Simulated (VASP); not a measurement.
Wanted: the native input for a VASP 6.6.1 run.

- Task: single point
- Functional: PBE
- Potentials or basis: VASP PAW PBE potentials, release 64 (Ga_d, Ir)
- Cutoff: 520 eV
- k mesh: 4 × 4 × 4
- Occupations: gaussian, width 0.1 eV
- Spin: collinear spin, ferromagnetic start
- Starting moments: [0.0, 1.0, 1.0, 1.0, 1.0] μB
- Dipole correction: no
- Further INCAR settings: ALGO = Normal; EDIFF = 1e-07; NBANDS = 36

The structure of GaIr4 lies in POSCAR:

```
GaIr4
1.0
   -2.7891575513      2.7891575513      2.7891575513
    2.7891575513     -2.7891575513      2.7891575513
    2.7891575513      2.7891575513     -2.7891575513
Ga Ir
1 4
Direct
    0.0000000000      0.0000000000      0.0000000000
    0.0000000000      0.5000000000      0.0000000000
    0.5000000000      0.5000000000      0.5000000000
    0.0000000000      0.0000000000      0.5000000000
    0.5000000000      0.0000000000      0.0000000000
```

One way to write it, as run:

INCAR

```
SYSTEM = GaIr4
ALGO = Normal
EDIFF = 1E-7
ENCUT = 520
GGA = PE
ISIF = 2
ISMEAR = 0
ISPIN = 2
LASPH = .True.
LCHARG = .False.
LMAXMIX = 4
LORBIT = 11
LREAL = .False.
LWAVE = .False.
MAGMOM = 0 1 1 1 1
NBANDS = 36
NELM = 150
PREC = Accurate
SIGMA = 0.1
```

KPOINTS

```
k-points
0
Gamma
  4 4 4
  0 0 0
```

Potentials or basis: VASP PAW PBE potentials, release 64 (Ga_d, Ir).

Command:

```console
$ cat potpaw_PBE.64/Ga_d/POTCAR potpaw_PBE.64/Ir/POTCAR > POTCAR
$ mpirun -np 1 vasp_std > vasp.out
```

It gave:

```
Pressure                                              : 0.6 GPa
Net moment                                            : 0.00 μB per cell
Valence electrons inside the program's atomic spheres : Ga 12.26; Ir 8.12
```

Caveat: the k points lie up to 0.40 Å⁻¹ apart.

Run time: 57 s on 1 thread of AMD EPYC 7R13 Processor (Zen 3), on a shared host, peak memory 0.22 GiB.
